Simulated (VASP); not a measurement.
# LiB18N18 (a cell with a defect) in VASP: a series of runs, part 2 of 3

VASP 6.6.1.

### Step 4. Single point, PBE

INCAR

```
SYSTEM = LiB18N18
  PREC = Accurate
  ENCUT = 650
  EDIFF = 1E-6
  ISMEAR = -1
  SIGMA = 0.01
  LREAL = Auto
  LASPH = .True.
  NELM = 120
  ALGO = Normal
  ISIF = 2
  LWAVE = .False.
  LCHARG = .False.
  GGA = PE
  NBANDS = 98
  NELECT = 146.0
  GGA_COMPAT = .False.
  ISYM = -1
```

KPOINTS

```
explicit points
1
Reciprocal
  0.25000000   0.25000000   0.25000000 1
```

POSCAR

```
LiB18N18
1.0
    7.4650312809      0.0000000000      0.0000000000
   -3.7325156404      6.4649067293      0.0000000000
    0.0000000000      0.0000000000      6.4954828800
B N Li
18 18 1
Direct
    0.1119404017      0.2217070612      0.2402870992
    0.2221090509      0.1114410101      0.7609393895
    0.1119441115      0.5554084020      0.2408537669
    0.2209450681      0.4440188241      0.7523400946
    0.1131300931      0.8891558244      0.2489847108
    0.2221486916      0.7777935951      0.7602982238
    0.4445090350      0.2205290710      0.2488401432
    0.5558324832      0.1114891000      0.7603674027
    0.4422844862      0.5536571166      0.2327153783
    0.5540412027      0.4417740088      0.7684601780
    0.4446171033      0.8890286929      0.2491003004
    0.5542332786      0.7794056263      0.7681658969
    0.7782814405      0.2216930861      0.2408696045
    0.8895772796      0.1126426914      0.7523986834
    0.7798911013      0.5538158524      0.2331205413
    0.8894688917      0.4441393697      0.7520410853
    0.7800292984      0.8914012361      0.2328848432
    0.8917987148      0.7795285330      0.7683141260
    0.1115012776      0.2220185968      0.7524450565
    0.2225697601      0.1111546460      0.2488627327
    0.1115186193      0.5554444448      0.7514374516
    0.2219849781      0.4441417335      0.2363533248
    0.1120821133      0.8890047279      0.7647066354
    0.2225671459      0.7777272006      0.2497470105
    0.4445297185      0.2214858555      0.7647928856
    0.5559282765      0.1110186828      0.2496649942
    0.4456816217      0.5558442780      0.7572533394
    0.5563200522      0.4452501640      0.2439064951
    0.4445637553      0.8890683303      0.7639134897
    0.5564105038      0.7772984685      0.2441529509
    0.7781798264      0.2221538033      0.7515132857
    0.8895224282      0.1116551151      0.2365612342
    0.7776369612      0.5558530950      0.7568960413
    0.8895066392      0.4441020205      0.2372218655
    0.7777620100      0.8879288749      0.7574069597
    0.8884181660      0.7773383490      0.2440843870
    0.6663376012      0.6659593128      0.5006172975
```

Potentials or basis: VASP PAW PBE potentials, release 64 (B, N, Li_sv).

Started as:

```bash
$ cat potpaw_PBE.64/B/POTCAR potpaw_PBE.64/N/POTCAR potpaw_PBE.64/Li_sv/POTCAR > POTCAR
$ mpirun -np 1 vasp_std > vasp.out
```

OUTCAR:

```text
SYSTEM = LiB18N18
   PREC = Accurate
   ENCUT = 650
   EDIFF = 1E-6
   ISMEAR = -1
   LREAL = Auto
   LASPH = .True.
   NELM = 120
   ISIF = 2
   GGA = PE
   NELECT = 146.0
   ISYM = -1

 ion  position               nearest neighbor table
   1  0.112  0.222  0.240-  20 1.43  32 1.44  22 1.44
   2  0.222  0.111  0.761-  19 1.43  25 1.44  23 1.44
   3  0.112  0.555  0.241-  22 1.43  34 1.44  24 1.44
   4  0.221  0.444  0.752-  21 1.43  19 1.44  27 1.45
   5  0.113  0.889  0.249-  24 1.43  20 1.44  36 1.45
[... 308 lines left out ...]
  Total       16.5432432     16.8296401      1.0014232      0.2570967     -0.1180604     -0.0723030
  in kB       84.5523923     86.0161645      5.1182667      1.3140192     -0.6034057     -0.3695403
  external PRESSURE =      58.5622745 kB  Pullay stress =       0.0000000 kB

 VOLUME and BASIS-vectors are now :
 -----------------------------------------------------------------------------
  energy-cutoff  :      650.00
  volume of cell :      313.48
      direct lattice vectors                 reciprocal lattice vectors
     7.465031281  0.000000000  0.000000000     0.133957912  0.077340636  0.000000000
    -3.732515640  6.464906729  0.000000000     0.000000000  0.154681273  0.000000000
     0.000000000  0.000000000  6.495482880     0.000000000  0.000000000  0.153953142

 POSITION                                       TOTAL-FORCE (eV/Angst)
 -----------------------------------------------------------------------------------
      0.00811      1.43332      1.56078         0.000995     -0.000151      0.005388
      1.24210      0.72046      4.94267         0.001235     -0.000068     -0.002917
     -1.23740      3.59066      1.56446         0.010603     -0.007289      0.003488
     -0.00795      2.87054      4.88681        -0.003652     -0.004974     -0.002307
     -2.47427      5.74831      1.61728         0.002467      0.003526      0.000857
     -1.24478      5.02836      4.93850        -0.010034     -0.003685     -0.006968
[... 29 lines left out ...]
      3.73064      5.02542      1.58545        -0.015323      0.002144      0.008072
      2.48853      4.30536      3.25175         0.006560      0.010455      0.000528
 -----------------------------------------------------------------------------------
    total drift:                               -0.003870     -0.004893      0.000366

  FREE ENERGIE OF THE ION-ELECTRON SYSTEM (eV)
  ---------------------------------------------------
  free  energy   TOTEN  =      -323.6630956755 eV

  energy  without entropy=     -323.6630956755  energy(sigma->0) =     -323.66309568
```

stdout:

```text
POSCAR found type information on POSCAR B N Li
 POSCAR found :  3 types and      37 ions
 scaLAPACK will be used
 LDA part: xc-table for (Slater+PW92), standard interpolation
 POSCAR, INCAR and KPOINTS ok, starting setup
 FFT: planning ... GRIDC
 FFT: planning ... GRID_SOFT
 FFT: planning ... GRID
 WAVECAR not read
 entering main loop
 the old and the new charge density differ
 old charge density:   147.00000 new  146.00000
    0.337E+01
```

Run time: 1.8 min. Hardware: 1 thread of Intel Xeon Platinum 8259CL at 2.50GHz (Skylake/Cascade Lake), shared host; peak memory 0.48 GiB.

What came out:

| Item | Value |
| --- | --- |
| Free energy | -323.6631 eV |
| Largest force | 0.020 eV/Å |

Forces in eV/Å, atoms in the order of the input:
```
B    0.001  0.000  0.005
B    0.001  0.000 -0.003
B    0.011 -0.007  0.003
B   -0.004 -0.005 -0.002
B    0.002  0.004  0.001
B   -0.010 -0.004 -0.007
B    0.008 -0.002  0.002
B   -0.007  0.002 -0.007
B   -0.013 -0.008 -0.005
B    0.005 -0.016  0.001
B   -0.001  0.001  0.001
B   -0.017  0.007 -0.004
B   -0.001 -0.003  0.005
B   -0.006 -0.003 -0.002
B    0.014 -0.012  0.003
B   -0.002  0.001 -0.002
B    0.003  0.002  0.003
B    0.005 -0.001  0.003
N    0.010  0.010 -0.001
N   -0.003 -0.006  0.000
N   -0.002  0.004 -0.001
N   -0.006  0.008 -0.004
N    0.005  0.000  0.004
N    0.001  0.001  0.002
N    0.000  0.002  0.006
N   -0.006  0.006  0.003
N    0.005 -0.002 -0.009
N   -0.006  0.000  0.004
N    0.015 -0.001  0.013
N    0.000 -0.005  0.005
N   -0.002 -0.004 -0.001
N    0.004  0.007 -0.006
N    0.003  0.006 -0.002
N   -0.008  0.006 -0.009
N    0.007  0.002 -0.007
N   -0.015  0.002  0.008
Li   0.007  0.010  0.001
```

Caveat: the cell carries a net charge on a neutralising background, which shifts energy and pressure; the cell is charged against a uniform background, so pressure and absolute levels hang on convention.

### Step 5. Relaxation of the atoms, PBE

INCAR

```
SYSTEM = LiB18N18
PREC = Accurate ; ENCUT = 650
EDIFF = 1E-7 ; ISMEAR = -1
SIGMA = 0.01 ; LREAL = Auto
LASPH = .True. ; NELM = 120
ALGO = Normal ; ISIF = 2
LWAVE = .False. ; LCHARG = .False.
GGA = PE ; IBRION = 2
NSW = 90 ; EDIFFG = -0.02
NELECT = 146.0 ; GGA_COMPAT = .False.
NELMIN = 4 ; ISYM = -1
```

KPOINTS is that of step 4.

POSCAR

```
LiB18N18
1.0
    7.4650312800      0.0000000000      0.0000000000
   -3.7325156400      6.4649067300      0.0000000000
    0.0000000000      0.0000000000      6.4954828800
B N Li
18 18 1
Direct
    0.1111111100      0.2222222200      0.2500000000
    0.2222222200      0.1111111100      0.7500000000
    0.1111111100      0.5555555600      0.2500000000
    0.2222222200      0.4444444400      0.7500000000
    0.1111111100      0.8888888900      0.2500000000
    0.2222222200      0.7777777800      0.7500000000
    0.4444444400      0.2222222200      0.2500000000
    0.5555555600      0.1111111100      0.7500000000
    0.4444444400      0.5555555600      0.2500000000
    0.5555555600      0.4444444400      0.7500000000
    0.4444444400      0.8888888900      0.2500000000
    0.5555555600      0.7777777800      0.7500000000
    0.7777777800      0.2222222200      0.2500000000
    0.8888888900      0.1111111100      0.7500000000
    0.7777777800      0.5555555600      0.2500000000
    0.8888888900      0.4444444400      0.7500000000
    0.7777777800      0.8888888900      0.2500000000
    0.8888888900      0.7777777800      0.7500000000
    0.1111111100      0.2222222200      0.7500000000
    0.2222222200      0.1111111100      0.2500000000
    0.1111111100      0.5555555600      0.7500000000
    0.2222222200      0.4444444400      0.2500000000
    0.1111111100      0.8888888900      0.7500000000
    0.2222222200      0.7777777800      0.2500000000
    0.4444444400      0.2222222200      0.7500000000
    0.5555555600      0.1111111100      0.2500000000
    0.4444444400      0.5555555600      0.7500000000
    0.5555555600      0.4444444400      0.2500000000
    0.4444444400      0.8888888900      0.7500000000
    0.5555555600      0.7777777800      0.2500000000
    0.7777777800      0.2222222200      0.7500000000
    0.8888888900      0.1111111100      0.2500000000
    0.7777777800      0.5555555600      0.7500000000
    0.8888888900      0.4444444400      0.2500000000
    0.7777777800      0.8888888900      0.7500000000
    0.8888888900      0.7777777800      0.2500000000
    0.6666670000      0.6666670000      0.5000000000
```

Started as:

```bash
$ cat potpaw_PBE.64/B/POTCAR potpaw_PBE.64/N/POTCAR potpaw_PBE.64/Li_sv/POTCAR > POTCAR
$ mpirun -np 1 vasp_std > vasp.out
```

It took 34 min on 1 thread of Intel Xeon Platinum 8259CL at 2.50GHz (Skylake/Cascade Lake), shared host; peak memory 0.55 GiB.

The run converged. Its results:

| Item | Value |
| --- | --- |
| Free energy | -323.6628 eV |
| Energy gained by relaxing | 10.3 meV/atom |
| Ionic steps | 34 |
| Largest force after relaxing | 0.020 eV/Å |

Forces on the atoms (eV/Å):
```
B    0.002 -0.004  0.011
B   -0.002  0.003 -0.011
B   -0.004  0.002  0.008
B    0.006 -0.002  0.006
B   -0.005  0.003 -0.006
B    0.004 -0.001 -0.008
B   -0.006  0.008 -0.006
B    0.001 -0.002 -0.008
B    0.000 -0.005 -0.001
B   -0.001 -0.004  0.001
B    0.005 -0.006 -0.008
B   -0.003  0.002  0.002
B    0.000  0.002  0.007
B    0.006 -0.007  0.006
B    0.003 -0.002 -0.002
B   -0.005  0.005  0.008
B    0.001  0.004 -0.001
B    0.001  0.005  0.001
N   -0.003  0.000  0.010
N    0.004  0.000 -0.010
N   -0.007 -0.005  0.017
N   -0.005 -0.004  0.003
N    0.004  0.004 -0.002
N    0.007  0.003 -0.018
N   -0.005 -0.002 -0.002
N   -0.006 -0.009 -0.016
N    0.002  0.006 -0.004
N    0.005 -0.002  0.004
N    0.001 -0.003  0.000
N   -0.005  0.009  0.005
N    0.005  0.009  0.017
N    0.005  0.001  0.002
N    0.006 -0.008 -0.005
N    0.000  0.004  0.000
N   -0.005  0.000 -0.005
N   -0.004 -0.006  0.005
Li   0.000  0.000  0.000
```

The path:
| step | energy change (eV) | largest force (eV/Å) | pressure (GPa) |
| --- | --- | --- | --- |
| 1 | 0.0000 | 1.7919 | 6.32 |
| 2 | 0.8465 | 4.8511 | 7.28 |
| 3 | -0.1856 | 0.7171 | 6.34 |
| 4 | -0.2520 | 0.7844 | 6.07 |
| 5 | -0.2765 | 0.3086 | 6.16 |
| 6 | -0.2929 | 0.2885 | 6.10 |
| 7 | -0.2932 | 0.2425 | 6.10 |
| 8 | -0.3070 | 0.1820 | 6.06 |
| 9 | -0.3093 | 0.1977 | 6.04 |
| 10 | -0.3249 | 0.1676 | 6.01 |
| 11 | -0.3476 | 0.3338 | 5.93 |
| 12 | -0.3590 | 0.2036 | 5.89 |
| 13 | -0.3641 | 0.1504 | 5.85 |
| 14 | -0.3670 | 0.0850 | 5.84 |
| 15 | -0.3690 | 0.1157 | 5.81 |
| 16 | -0.3702 | 0.0680 | 5.80 |
| 17 | -0.3703 | 0.0841 | 5.80 |
| 18 | -0.3712 | 0.0723 | 5.80 |
| 19 | -0.3730 | 0.0680 | 5.79 |
| 20 | -0.3724 | 0.1838 | 5.78 |
| 21 | -0.3734 | 0.1018 | 5.79 |
| 22 | -0.3741 | 0.0929 | 5.79 |
| 23 | -0.3755 | 0.0799 | 5.79 |
| 24 | -0.3762 | 0.1470 | 5.79 |
| 25 | -0.3763 | 0.1199 | 5.79 |
| 26 | -0.3774 | 0.0978 | 5.79 |
| 27 | -0.3790 | 0.0678 | 5.80 |
| 28 | -0.3794 | 0.0368 | 5.80 |
| 29 | -0.3796 | 0.0582 | 5.80 |
| 30 | -0.3799 | 0.0281 | 5.81 |
| 31 | -0.3800 | 0.0304 | 5.81 |
| 32 | -0.3801 | 0.0209 | 5.81 |
| 33 | -0.3801 | 0.0289 | 5.82 |
| 34 | -0.3803 | 0.0200 | 5.82 |

Final structure:
```xyz
37
Lattice="7.4650 0.0000 0.0000 -3.7325 6.4649 0.0000 0.0000 0.0000 6.4955" Properties=species:S:1:pos:R:3 pbc="T T T"
B     0.0028    1.4345    1.5549
B     1.2413    0.7205    4.9405
B    -1.2425    3.5916    1.5605
B    -0.0088    2.8707    4.8750
B    -2.4796    5.7492    1.6203
B    -1.2459    5.0283    4.9350
B     2.4899    1.4266    1.6194
B     3.7322    0.7207    4.9350
B     1.2296    3.5804    1.5088
B     2.4864    2.8559    4.9860
B    -0.0047    5.7487    1.6219
B     1.2273    5.0387    4.9839
B     4.9770    1.4342    1.5605
B     6.2193    0.7283    4.8763
B     3.7494    3.5811    1.5116
B     4.9814    2.8712    4.8736
B     2.4903    5.7639    1.5092
B     3.7470    5.0394    4.9870
N     0.0032    1.4355    4.8766
N     1.2410    0.7195    1.6188
N    -1.2415    3.5912    4.8678
N    -0.0060    2.8726    1.5277
N    -2.4823    5.7473    4.9678
N    -1.2468    5.0287    1.6279
N     2.4910    1.4319    4.9672
N     3.7305    0.7191    1.6272
N     1.2517    3.5933    4.9103
N     2.4854    2.8794    1.5830
N    -0.0005    5.7477    4.9616
N     1.2470    5.0261    1.5845
N     4.9787    1.4358    4.8681
N     6.2182    0.7231    1.5282
N     3.7297    3.5937    4.9110
N     4.9772    2.8721    1.5339
N     2.4913    5.7405    4.9131
N     3.7250    5.0265    1.5845
Li    2.4886    4.3104    3.2477
```

Levels at points of the mesh, in eV from the Fermi level:
```csv
k point,band 70,band 71,band 72,band 73,band 74,band 75,band 76,band 77
"(0.25, 0.25, 0.25)",-0.88,-0.68,-0.63,-0.37,4.35,4.38,4.58,5.11
```

Caveat: the cell carries a net charge on a neutralising background, which shifts energy and pressure; the cell is charged against a uniform background, so pressure and absolute levels hang on convention.

[end of part 2 of 3]
